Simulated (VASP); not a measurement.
Here is a VASP 6.6.1 calculation.

Contents of INCAR:

```
SYSTEM = SrTiO3
ALGO = Normal
DIPOL = 0.5 0.5 0.513
EDIFF = 1E-6
ENCUT = 520
GGA = PS
IDIPOL = 3
ISIF = 2
ISMEAR = 0
LASPH = .True.
LCHARG = .True.
LDIPOL = .True.
LELF = .True.
LREAL = Auto
LVACPOTAV = .True.
LVHAR = .True.
LWAVE = .False.
NBANDS = 118
NELM = 80
PREC = Accurate
SIGMA = 0.05
```

The input KPOINTS:

```
k-points
0
Gamma
  6 6 1
  0 0 0
```

POSCAR

```
SrTiO3
1.0
    5.5028748676      0.0000000000      0.0000000000
   -2.7514374338      4.7656294292      0.0000000000
    0.0000000000      0.0000000000     25.1094266580
Ti Sr O
5 5 15
Direct
    0.3333333333      0.6666666667      0.2986926027
    0.0000000000      0.0000000000      0.3881625570
    0.6666666667      0.3333333333      0.4776325114
    0.3333333333      0.6666666667      0.5671024658
    0.0000000000      0.0000000000      0.6565724201
    0.6666666667      0.3333333333      0.3434275799
    0.3333333333      0.6666666667      0.4328975342
    0.0000000000      0.0000000000      0.5223674886
    0.6666666667      0.3333333333      0.6118374430
    0.3333333333      0.6666666667      0.7013073973
    0.1666666667      0.8333333333      0.3434275799
    0.1666666667      0.3333333333      0.3434275799
    0.6666666667      0.8333333333      0.3434275799
    0.8333333333      0.1666666667      0.4328975342
    0.8333333333      0.6666666667      0.4328975342
    0.3333333333      0.1666666667      0.4328975342
    0.5000000000      0.5000000000      0.5223674886
    0.5000000000      0.0000000000      0.5223674886
    0.0000000000      0.5000000000      0.5223674886
    0.1666666667      0.8333333333      0.6118374430
    0.1666666667      0.3333333333      0.6118374430
    0.6666666667      0.8333333333      0.6118374430
    0.8333333333      0.1666666667      0.7013073973
    0.8333333333      0.6666666667      0.7013073973
    0.3333333333      0.1666666667      0.7013073973
```

Potentials or basis: VASP PAW PBE potentials, release 64 (Ti_sv, Sr_sv, O).

Launch:

```bash
$ cat potpaw_PBE.64/Ti_sv/POTCAR potpaw_PBE.64/Sr_sv/POTCAR potpaw_PBE.64/O/POTCAR > POTCAR
$ mpirun -np 1 vasp_std > vasp.out
```

(1) Predict the band gap on the k mesh.

(2) Estimate the largest force.

Answers

(1) 0.02 eV (least direct gap 0.07 eV).

(2) 5.282 eV/Å.

Caveat: semilocal functionals underestimate gaps, and a narrow one can read as zero; the PAW data sets were made with another functional, which shifts forces and pressure a little.
